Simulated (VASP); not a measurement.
# AlNi (Cmmm) in VASP: further runs

Runs on AlNi. Level: PBE. Tasks: single point.

Everything below comes from runs of VASP 6.6.1. Logs are shortened: lines on timing, memory, paths and dates and some standing lists are left out, and cuts for length are marked.

## Step 1: The cell of the first run

It takes space group Cmmm (No. 65, orthorhombic). The conventional cell has a = 4.086 Å, b = 4.622 Å, c = 2.901 Å, α = 90.00°, β = 90.00°, γ = 90.00°. Al (site symmetry mmm) has 8 Ni at 2.51 to 2.73 Å and 6 Al at 2.90 to 3.08 Å within 3.3 Å. Ni (site symmetry mmm) has 8 Al at 2.51 to 2.73 Å and 6 Ni at 2.90 to 3.08 Å within 3.3 Å.

## Step 2: Single point, PBE (strain +0.1312 x Voigt [0, 1, 0, 0, 0, 0])

Input file INCAR:

```
  PREC = Accurate
  ENCUT = 520
  EDIFF = 1E-7
  ISMEAR = 0
  SIGMA = 0.15
  LREAL = F
  LASPH = T
  NELM = 80
  ALGO = Fast
  ISIF = 2
  LWAVE = F
  LCHARG = F
  GGA = PE
  NBANDS = 14
```

Input file KPOINTS:

```
Automatic mesh
0
Gamma
  20 20 20
```

Input file POSCAR:

```
AlNi
1.0
    2.0428098070     -2.3108264536      0.0000000000
    2.0428098070      2.3108264536      0.0000000000
    0.0000000000      0.0000000000      2.9011416498
Al Ni
1 1
Direct
    0.0000000000      0.0000000000      0.0000000000
    0.5000000000      0.5000000000      0.5000000000
```

Potentials or basis: VASP PAW PBE potentials, release 64 (Al, Ni).

On the command line:

```
> cat potpaw_PBE.64/Al/POTCAR potpaw_PBE.64/Ni/POTCAR > POTCAR
> mpirun -np 1 vasp_std > vasp.out
```

OUTCAR:

```text
PREC = Accurate
   ENCUT = 520
   EDIFF = 1E-7
   ISMEAR = 0
   LREAL = F
   LASPH = T
   NELM = 80
   ISIF = 2
   GGA = PE

 ion  position               nearest neighbor table
   1  0.000  0.000  0.000-   2 2.51   2 2.51   2 2.51   2 2.51   2 2.73   2 2.73   2 2.73   2 2.73

   2  0.500  0.500  0.500-   1 2.51   1 2.51   1 2.51   1 2.51   1 2.73   1 2.73   1 2.73   1 2.73

  LATTYP: Found a base centered orthorhombic cell.
 ALAT       =     4.0856196140
 B/A-ratio  =     1.1312000000
 C/A-ratio  =     0.7100860883

  Lattice vectors:

 A1 = (   2.0428098070,  -2.3108264536,   0.0000000000)
 A2 = (   2.0428098070,   2.3108264536,   0.0000000000)
 A3 = (   0.0000000000,   0.0000000000,   2.9011416498)

Analysis of symmetry for initial positions (statically):
=====================================================================
 Subroutine PRICEL returns:
 Original cell was already a primitive cell.

 Routine SETGRP: Setting up the symmetry group for a
 base centered orthorhombic supercell.

 Subroutine GETGRP returns: Found  8 space group operations
 (whereof  8 operations were pure point group operations)
 out of a pool of  8 trial point group operations.

The static configuration has the point symmetry D_2h.

Analysis of symmetry for dynamics (positions and initial velocities):
=====================================================================
 Subroutine PRICEL returns:
 Original cell was already a primitive cell.

 Routine SETGRP: Setting up the symmetry group for a
 base centered orthorhombic supercell.

 Subroutine GETGRP returns: Found  8 space group operations
 (whereof  8 operations were pure point group operations)
 out of a pool of  8 trial point group operations.

The dynamic configuration has the point symmetry D_2h.

 Subroutine INISYM returns: Found  8 space group operations
 (whereof  8 operations are pure point group operations),
 and found     1 'primitive' translations

----------------------------------------------------------------------------------------

                                     Primitive cell

  volume of cell :      27.3901

  direct lattice vectors                    reciprocal lattice vectors
     2.042809807 -2.310826454  0.000000000     0.244760916 -0.216372804  0.000000000
     2.042809807  2.310826454  0.000000000     0.244760916  0.216372804  0.000000000
     0.000000000  0.000000000  2.901141650     0.000000000  0.000000000  0.344691891

  length of vectors
     3.084313669  3.084313669  2.901141650     0.326688072  0.326688072  0.344691891

  position of ions in fractional coordinates (direct lattice)
     0.000000000  0.000000000  0.000000000
[... 86 lines left out ...]
   POTIM  = 0.5000    time-step for ionic-motion
   TEBEG  =    0.0;   TEEND  =   0.0 temperature during run
   PSTRESS=    0.0 pullay stress
   NELECT =      13.0000    total number of electrons
   NUPDOWN=      -1.0000    fix difference up-down
   EMIN   =  10.00;   EMAX   =-10.00  energy-range for DOS
   EFERMI =   0.00;   METHOD = LEGACY
   ISMEAR =     0;   SIGMA  =   0.15  broadening in eV -4-tet -1-fermi 0-gaus
   EFERMI_NEDOS =   21; number of points for ismear=-14 and -15
   IALGO  =     68    algorithm
   IMIX   =      4    mixing-type and parameters
     AMIX     =   0.40;   BMIX     =  1.00
     AMIX_MAG =   1.60;   BMIX_MAG =  1.00
  volume/ion in A,a.u.               =      13.70        92.42
  Fermi-wavevector in a.u.,A,eV,Ry     =   1.277001  2.413182 22.187448  1.630731
  Thomas-Fermi vector in A             =   2.409625
   LORBIT       =      0    0 simple, 1 ext, 2 COOP (PROOUT), +10 PAW based schemes
   GGA     = PE    functional components
   LHFCALC =     F    Hartree Fock is set to
   AEXX    =    0.0000 exact exchange contribution
   IVDW    =     0    specifies the selected vdW correction
   LEPSILON=     F    determine dielectric tensor
   LRPA    =     F    only Hartree local field effects (RPA)
 non-spin polarized calculation
 RMM-DIIS sequential band-by-band and
 Gauss-broadening in eV      SIGMA  =   0.15
  energy-cutoff  :      520.00
  volume of cell :       27.39
 maximum number of plane-waves:       752
   NGX = 11   NGY = 11   NGZ = 11

 number of electron      13.0000017 magnetization

 Free energy of the ion-electron system (eV)
  ---------------------------------------------------
  ext. energy  EPLUGINS =         0.00000000
  ---------------------------------------------------
  free energy    TOTEN  =       -10.27355971 eV

  energy without entropy =      -10.26306895  energy(sigma->0) =      -10.26831433

 E-fermi :   8.3228     XC(G=0): -11.4049

 val. band max:        8.3167806327   @ k =  -0.4500   0.3000   0.5000
 cond. band min:       8.3237831538   @ k =  -0.4000   0.3500   0.1500
 fundamental gap:      0.0070025211
 Fermi energy:         8.3227693938

 k-point     1 :       0.0000    0.0000    0.0000
  band No.  band energies     occupation
      1      -1.8482      2.00000
      2       5.6590      2.00000
      3       5.7047      2.00000
      4       6.8833      2.00000
      5       6.9290      2.00000
      6       7.1845      2.00000
      7      12.3453      0.00000
      8      13.2720      0.00000
      9      14.5772      0.00000
     10      15.9283      0.00000
     11      16.1298      0.00000
     12      20.0529      0.00000
     13      25.4943      0.00000
     14      25.7456      0.00000
[... 377 lines left out ...]
      1       0.0589      2.00000
      2       4.2705      2.00000
      3       5.9343      2.00000
      4       6.4506      2.00000
      5       6.6650      2.00000
      6       7.1209      2.00000
      7       7.9062      1.99991
      8      15.1708      0.00000
      9      15.8653      0.00000
     10      16.7810      0.00000
     11      18.2051      0.00000
     12      20.0866      0.00000
     13      21.6441      0.00000
     14      24.7125      0.00000

 [... further k-points ...]
[... 5 lines left out ...]
  --------------------------------------------------------------------------------------
  -------------------------------------------------------------------------------------
  Total       -0.8606508     -3.9201887     -1.8946447      0.0000000      0.0000000      0.0000000
  in kB      -50.3434973   -229.3101918   -110.8266413      0.0000000      0.0000000      0.0000000
  external PRESSURE =    -130.1601102 kB  Pullay stress =       0.0000000 kB

 VOLUME and BASIS-vectors are now :
 -----------------------------------------------------------------------------
  energy-cutoff  :      520.00
  volume of cell :       27.39
      direct lattice vectors                 reciprocal lattice vectors
     2.042809807 -2.310826454  0.000000000     0.244760916 -0.216372804  0.000000000
     2.042809807  2.310826454  0.000000000     0.244760916  0.216372804  0.000000000
     0.000000000  0.000000000  2.901141650     0.000000000  0.000000000  0.344691891

 POSITION                                       TOTAL-FORCE (eV/Angst)
 -----------------------------------------------------------------------------------
      0.00000      0.00000      0.00000         0.000000      0.000000      0.000000
      2.04281      0.00000      1.45057        -0.000000      0.000000      0.000000
 -----------------------------------------------------------------------------------
    total drift:                                0.000000     -0.000000     -0.000000

  FREE ENERGIE OF THE ION-ELECTRON SYSTEM (eV)
  ---------------------------------------------------
  free  energy   TOTEN  =       -10.2735597113 eV

  energy  without entropy=      -10.2630689476  energy(sigma->0) =      -10.26831433
```

It took 4.5 min on 1 thread of AMD EPYC 9R45 (Zen 5), shared host; peak memory 0.51 GiB.

What came out:

```
Free energy : -10.2736 eV
Pressure    : -13.0 GPa
```

Caveat: the cell differs from its parent crystal (strain +0.1312 x Voigt [0, 1, 0, 0, 0, 0]).

## Step 3: Single point, PBE (strain +0.1500 x Voigt [0, 1, 0, 0, 0, 0])

Input file INCAR:

```
SYSTEM = AlNi
ALGO = Fast
EDIFF = 1E-6
ENCUT = 520
GGA = PE
ISIF = 2
ISMEAR = 0
LASPH = .TRUE.
LCHARG = .FALSE.
LREAL = .FALSE.
LWAVE = .FALSE.
NBANDS = 14
NELM = 60
PREC = Accurate
SIGMA = 0.15
```

Input file KPOINTS:

```
k-points
0
G
  20 20 20
  0 0 0
```

Input file POSCAR:

```
AlNi
1.0
    2.0428098070     -2.3492312780      0.0000000000
    2.0428098070      2.3492312780      0.0000000000
    0.0000000000      0.0000000000      2.9011416498
Al Ni
1 1
Direct
    0.0000000000      0.0000000000      0.0000000000
    0.5000000000      0.5000000000      0.5000000000
```

Potentials or basis: VASP PAW PBE potentials, release 64 (Al, Ni).

On the command line:

```
> cat potpaw_PBE.64/Al/POTCAR potpaw_PBE.64/Ni/POTCAR > POTCAR
> mpirun -np 1 vasp_std > vasp.out
```

OUTCAR:

```text
SYSTEM = AlNi
   EDIFF = 1E-6
   ENCUT = 520
   GGA = PE
   ISIF = 2
   ISMEAR = 0
   LASPH = .TRUE.
   LREAL = .FALSE.
   NELM = 60
   PREC = Accurate

 ion  position               nearest neighbor table
   1  0.000  0.000  0.000-   2 2.51   2 2.51   2 2.51   2 2.51   2 2.76   2 2.76   2 2.76   2 2.76

   2  0.500  0.500  0.500-   1 2.51   1 2.51   1 2.51   1 2.51   1 2.76   1 2.76   1 2.76   1 2.76

  LATTYP: Found a base centered orthorhombic cell.
 ALAT       =     4.0856196140
 B/A-ratio  =     1.1500000000
 C/A-ratio  =     0.7100860883

  Lattice vectors:

 A1 = (   2.0428098070,  -2.3492312780,   0.0000000000)
 A2 = (   2.0428098070,   2.3492312780,   0.0000000000)
 A3 = (   0.0000000000,   0.0000000000,   2.9011416498)

Analysis of symmetry for initial positions (statically):
=====================================================================
 Subroutine PRICEL returns:
 Original cell was already a primitive cell.

 Routine SETGRP: Setting up the symmetry group for a
 base centered orthorhombic supercell.

 Subroutine GETGRP returns: Found  8 space group operations
 (whereof  8 operations were pure point group operations)
 out of a pool of  8 trial point group operations.

The static configuration has the point symmetry D_2h.

Analysis of symmetry for dynamics (positions and initial velocities):
=====================================================================
 Subroutine PRICEL returns:
 Original cell was already a primitive cell.

 Routine SETGRP: Setting up the symmetry group for a
 base centered orthorhombic supercell.

 Subroutine GETGRP returns: Found  8 space group operations
 (whereof  8 operations were pure point group operations)
 out of a pool of  8 trial point group operations.

The dynamic configuration has the point symmetry D_2h.

 Subroutine INISYM returns: Found  8 space group operations
 (whereof  8 operations are pure point group operations),
 and found     1 'primitive' translations

----------------------------------------------------------------------------------------

                                     Primitive cell

[... 117 lines left out ...]
   AEXX    =    0.0000 exact exchange contribution
   IVDW    =     0    specifies the selected vdW correction
   LEPSILON=     F    determine dielectric tensor
   LRPA    =     F    only Hartree local field effects (RPA)
 non-spin polarized calculation
 RMM-DIIS sequential band-by-band and
 Gauss-broadening in eV      SIGMA  =   0.15
  energy-cutoff  :      520.00
  volume of cell :       27.85
 maximum number of plane-waves:       772
   NGX = 11   NGY = 11   NGZ = 11

 number of electron      13.0000020 magnetization

 Free energy of the ion-electron system (eV)
  ---------------------------------------------------
  ext. energy  EPLUGINS =         0.00000000
  ---------------------------------------------------
  free energy    TOTEN  =       -10.20685927 eV

  energy without entropy =      -10.19604663  energy(sigma->0) =      -10.20145295

 E-fermi :   8.1245     XC(G=0): -11.3273

 val. band max:        8.1208549804   @ k =  -0.4000   0.2500   0.2000
 cond. band min:       8.1296272442   @ k =  -0.3500   0.0500   0.3000
 fundamental gap:      0.0087722638
 Fermi energy:         8.1245102875

 k-point     1 :       0.0000    0.0000    0.0000
  band No.  band energies     occupation
      1      -1.9300      2.00000
      2       5.5146      2.00000
      3       5.5775      2.00000
      4       6.6874      2.00000
      5       6.7455      2.00000
      6       7.0274      2.00000
      7      11.9821      0.00000
      8      13.0395      0.00000
      9      14.4972      0.00000
     10      15.6869      0.00000
     11      15.8721      0.00000
     12      19.6884      0.00000
     13      24.5140      0.00000
     14      25.0489      0.00000
[... 377 lines left out ...]
      1      -0.0602      2.00000
      2       4.1353      2.00000
      3       5.7784      2.00000
      4       6.2807      2.00000
      5       6.5088      2.00000
      6       6.9575      2.00000
      7       7.6889      1.99996
      8      14.8503      0.00000
      9      15.4811      0.00000
     10      16.6472      0.00000
     11      17.7262      0.00000
     12      19.8228      0.00000
     13      21.4770      0.00000
     14      24.5095      0.00000

 [... further k-points ...]
[... 5 lines left out ...]
  --------------------------------------------------------------------------------------
  -------------------------------------------------------------------------------------
  Total       -0.9653715     -4.2092102     -2.0634042      0.0000000      0.0000000      0.0000000
  in kB      -55.5459522   -242.1913105   -118.7250204      0.0000000      0.0000000      0.0000000
  external PRESSURE =    -138.8207610 kB  Pullay stress =       0.0000000 kB

 VOLUME and BASIS-vectors are now :
 -----------------------------------------------------------------------------
  energy-cutoff  :      520.00
  volume of cell :       27.85
      direct lattice vectors                 reciprocal lattice vectors
     2.042809807 -2.349231278  0.000000000     0.244760916 -0.212835579  0.000000000
     2.042809807  2.349231278  0.000000000     0.244760916  0.212835579  0.000000000
     0.000000000  0.000000000  2.901141650     0.000000000  0.000000000  0.344691891

 POSITION                                       TOTAL-FORCE (eV/Angst)
 -----------------------------------------------------------------------------------
      0.00000      0.00000      0.00000         0.000000      0.000000      0.000000
      2.04281      0.00000      1.45057         0.000000      0.000000      0.000000
 -----------------------------------------------------------------------------------
    total drift:                                0.000000     -0.000000     -0.000000

  FREE ENERGIE OF THE ION-ELECTRON SYSTEM (eV)
  ---------------------------------------------------
  free  energy   TOTEN  =       -10.2068592720 eV

  energy  without entropy=      -10.1960466346  energy(sigma->0) =      -10.20145295
```

stdout:

```text
POSCAR found type information on POSCAR AlNi
 POSCAR found :  2 types and       2 ions
 scaLAPACK will be used
 LDA part: xc-table for (Slater+PW92), standard interpolation
 POSCAR, INCAR and KPOINTS ok, starting setup
 FFT: planning ... GRIDC
 FFT: planning ... GRID_SOFT
 FFT: planning ... GRID
 WAVECAR not read
 entering main loop
WARNING in EDDRMM: call to ZHEGV failed, returncode =   8  4     14
WARNING in EDDRMM: call to ZHEGV failed, returncode =   8  4     14
WARNING in EDDRMM: call to ZHEGV failed, returncode =   8  4     14
WARNING in EDDRMM: call to ZHEGV failed, returncode =   8  4     14
WARNING in EDDRMM: call to ZHEGV failed, returncode =   8  4     13
WARNING in EDDRMM: call to ZHEGV failed, returncode =   8  4     14
```

Run time: 4.5 min. Hardware: 1 thread of AMD EPYC 9R45 (Zen 5), shared host; peak memory 0.52 GiB.

Results:

| Item | Value |
| --- | --- |
| Free energy | -10.2069 eV |
| Pressure | -13.9 GPa |

Stress tensor (GPa, compression positive):
```
 -5.55   0.00   0.00
  0.00 -24.22   0.00
  0.00   0.00 -11.87
```

Caveat: the cell differs from its parent crystal (strain +0.1500 x Voigt [0, 1, 0, 0, 0, 0]). Spin polarisation is off, so any magnetic state and its effect on volume and gap are missing.
